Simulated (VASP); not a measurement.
Here is a VASP 6.6.1 calculation.

Contents of INCAR:

```
SYSTEM = MoS2
PREC = Accurate
ENCUT = 520
EDIFF = 1E-7
ISMEAR = 0
SIGMA = 0.02
LREAL = .FALSE.
LASPH = .TRUE.
NELM = 60
ALGO = Normal
ISIF = 2
LWAVE = .FALSE.
LCHARG = .FALSE.
GGA = PE
IVDW = 12
NBANDS = 35
```

KPOINTS

```
regular mesh
0
G
  12 12 4
  0 0 0
```

Contents of POSCAR:

```
MoS2
1.0
    3.2123051037      0.0000000000      0.0000000000
   -1.6061525518      2.7819378245      0.0000000000
    0.0000000000      0.0000000000     12.3355115033
Mo S
2 4
Direct
    0.6666666667      0.3333333333      0.2495915180
    0.3333333333      0.6666666667      0.7504084820
    0.3333333333      0.6666666667      0.3751243153
    0.6666666667      0.3333333333      0.8759318888
    0.3333333333      0.6666666667      0.1240681112
    0.6666666667      0.3333333333      0.6248756847
```

Potentials or basis: VASP PAW PBE potentials, release 64 (Mo_sv, S).

Run with:

```console
$ cat potpaw_PBE.64/Mo_sv/POTCAR potpaw_PBE.64/S/POTCAR > POTCAR
$ mpirun -np 1 vasp_std > vasp.out
```

(1) Estimate the band gap on the k mesh.

(2) Predict the largest force.

(3) Predict the pressure.

## Answers

(1) 0.80 eV, indirect (least direct gap 1.51 eV).

(2) 0.015 eV/Å.

(3) -4.1 GPa.
